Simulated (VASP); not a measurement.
## W: single point with r2SCAN

W:

```xyz
1
Lattice="0.0000 1.9676 1.9676 1.9676 0.0000 1.9676 1.9676 1.9676 0.0000" Properties=species:S:1:pos:R:3 pbc="T T T"
W     0.0000    0.0000    0.0000
```

This cell differs from its parent crystal: volume scaled by 0.94.

```json
{
 "Program": "VASP 6.6.1",
 "Task": "single point",
 "Functional": "r2SCAN",
 "Potentials or basis": "VASP PAW PBE potentials, release 64 (W_sv)",
 "Cutoff": "520 eV",
 "k mesh": "18 × 18 × 18",
 "Occupations": "gaussian, width 0.1 eV",
 "Spin": "no spin polarisation"
}
```

The pressure is 22.6 GPa and the band gap on the k mesh is zero (band 7 reaches 14.88 eV, above the bottom of band 8 at 10.70 eV).

Levels at points of the mesh, in eV from the Fermi level:
```
           k point  band 3  band 4  band 5  band 6  band 7  band 8  band 9  band 10  band 11  band 12
(0.00, 0.00, 0.00)  -38.27  -38.27   -9.85   -0.67   -0.67   -0.67    3.07     3.07    13.46    19.53
(0.50, 0.00, 0.00)  -38.48  -38.48   -6.31   -0.87   -0.87    0.74    5.83     5.83    12.04    13.13
(0.50, 0.50, 0.00)  -38.83  -38.83   -6.27   -5.28    3.51    5.88    6.62     6.62    13.02    13.02
```

It took 83 s on 1 thread of Intel(R) Xeon(R) Platinum 8375C CPU @ 2.90GHz (Ice Lake), with other jobs on the host, peak memory 0.17 GiB.

Caveat: the PAW data sets were made with another functional, which shifts forces and pressure a little; spin-orbit coupling is left out, which moves the levels of the heavy elements.
